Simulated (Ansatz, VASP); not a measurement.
# One calculation of Sc2SbP3, two programs

```xyz
6
Lattice="5.8014 0.0000 0.0000 -2.9007 5.0242 0.0000 0.0000 0.0000 4.0219" Properties=species:S:1:pos:R:3 pbc="T T T"
Sc    0.0000    3.3494    0.0000
Sc    2.9007    1.6747    0.0000
Sb    0.0000    0.0000    0.0000
P     2.9007    0.0000    2.0109
P     1.4504    2.5121    2.0109
P    -1.4504    2.5121    2.0109
```

Change from the starting cell: species swapped into the DyCo3B2 type (P6/mmm, No. 191).

Alike in both runs: functional PBE; k mesh 6 × 6 × 10; occupations gaussian, width 0.1 eV; no spin polarisation.

Ansatz relaxed the structure, and its values are those at the end. VASP's run is a single point on that final structure, the one shown.

```csv
,VASP,Ansatz
version,VASP 6.6.1,Ansatz 0.2.0
potentials or method,"VASP PAW PBE potentials, release 64 (Sc_sv, Sb, P), cutoff 520 eV","scalar-relativistic, plane waves, PAW"
valence electrons in the cell,42,52
```

```csv
,VASP,Ansatz,Ansatz less VASP
gap on the k mesh at the Fermi level (eV),none,none,-
pressure (GPa),0.1,0.0,-0.11
```

A gap of «none» marks a metal or a gap that the smearing closes. The functional is the same, so the differences come from potentials, cutoffs and numerics. VASP's potentials hold 42 valence electrons a cell and Ansatz's 52, so a difference there can come from the potentials and not from the codes.

Spin-orbit coupling is off throughout.
